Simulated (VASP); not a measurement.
Here is a VASP 6.6.1 calculation.

The input INCAR:

```
PREC = Accurate
ENCUT = 600
EDIFF = 1E-6
ISMEAR = 0
SIGMA = 0.15
LREAL = F
LASPH = T
NELM = 200
ALGO = Normal
ISIF = 2
LWAVE = F
LCHARG = F
ISPIN = 2
MAGMOM = 7 7 0 0 0 0
LORBIT = 11
LMAXMIX = 6
GGA = PE
NBANDS = 44
GGA_COMPAT = F
```

KPOINTS

```
regular mesh
0
Gamma
  4 4 1
```

POSCAR

```
Gd2NF3
1.0
    3.2113951037      0.0000000000      0.0000000000
    0.0000000000      3.2113951037      0.0000000000
    0.0000000000      0.0000000000      7.7963558977
Gd N F
2 1 3
Direct
    0.5000000000      0.5000000000      0.7884708417
    0.5000000000      0.5000000000      0.2115291583
    0.0000000000      0.0000000000      0.0000000000
    0.0000000000      0.0000000000      0.6771889431
    0.0000000000      0.0000000000      0.3228110569
    0.5000000000      0.5000000000      0.5000000000
```

Potentials or basis: VASP PAW PBE potentials, release 64 (Gd, N, F).

Run with:

```console
$ cat potpaw_PBE.64/Gd/POTCAR potpaw_PBE.64/N/POTCAR potpaw_PBE.64/F/POTCAR > POTCAR
$ mpirun -np 1 vasp_std > vasp.out
```

(1) What does it give for the site moments?

(2) What does it give for the net moment?

(3) What does it give for the pressure?

(4) Estimate the largest force.

Results:

(1) Gd +6.76; N -0.06; F -0.00, +0.01 (each value once) μB.

(2) 13.96 μB per cell.

(3) -0.1 GPa.

(4) 0.048 eV/Å.

Caveat: the k points lie up to 0.81 Å⁻¹ apart.
